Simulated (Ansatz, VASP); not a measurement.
# Au in VASP and in Ansatz

INCAR

```
SYSTEM = Au
  PREC = Accurate
  ENCUT = 520
  EDIFF = 1E-6
  ISMEAR = 0
  SIGMA = 0.15
  LREAL = .FALSE.
  LASPH = .TRUE.
  NELM = 60
  ALGO = Fast
  ISIF = 2
  LWAVE = .FALSE.
  LCHARG = .TRUE.
  GGA = PS
  LELF = .TRUE.
  LVHAR = .TRUE.
  NBANDS = 12
```

File KPOINTS:

```
Automatic mesh
0
G
  22 22 22
  0 0 0
```

The input POSCAR:

```
Au
1.0
    0.0000000000      1.8224250682      2.5769090465
    1.8224250682      0.0000000000      2.5769090465
    1.8224250682      1.8224250682      0.0000000000
Au
1
Direct
    0.0000000000      0.0000000000      0.0000000000
```

Input for Ansatz:

```yaml
crystal:
  lattice:
    - [0.0, 1.8224250682, 2.5769090465]
    - [1.8224250682, 0.0, 2.5769090465]
    - [1.8224250682, 1.8224250682, 0.0]
  atoms:
    - { symbol: Au, position: [0.0, 0.0, 0.0] }
basis:
  ecutwfc: 420
kpoints:
  mp_grid: { grid: [22, 22, 22] }
hamiltonian:
  xc: pbesol
scf:
  occupations: { method: gaussian, width: 0.15 }
output:
  forces: true
  stress: true
  eigenvalues: true
```

Alike in both runs: task single point; functional PBEsol; k mesh 22 × 22 × 22; occupations gaussian, width 0.15 eV; no spin polarisation.

|  | VASP | Ansatz |
| --- | --- | --- |
| version | VASP 6.6.1 | Ansatz 0.2.0 |
| potentials or method | VASP PAW PBE potentials, release 64 (Au), cutoff 520 eV | scalar-relativistic, plane waves, PAW |
| valence electrons in the cell | 11 | 19 |

|  | VASP | Ansatz | Ansatz less VASP |
| --- | --- | --- | --- |
| gap on the k mesh at the Fermi level (eV) | none | none | - |
| pressure (GPa) | 13.1 | 13.3 | +0.25 |
| traceless stress, the component that is largest in VASP (GPa) | -23.91 | -23.97 | -0.056 |

VASP's potentials were made for PBE, not for PBEsol. A gap of «none» marks a metal or a gap that the smearing closes. VASP's potentials hold 11 valence electrons a cell and Ansatz's 19, so a difference there can come from the potentials and not from the codes.

Neither program's run includes spin-orbit coupling.
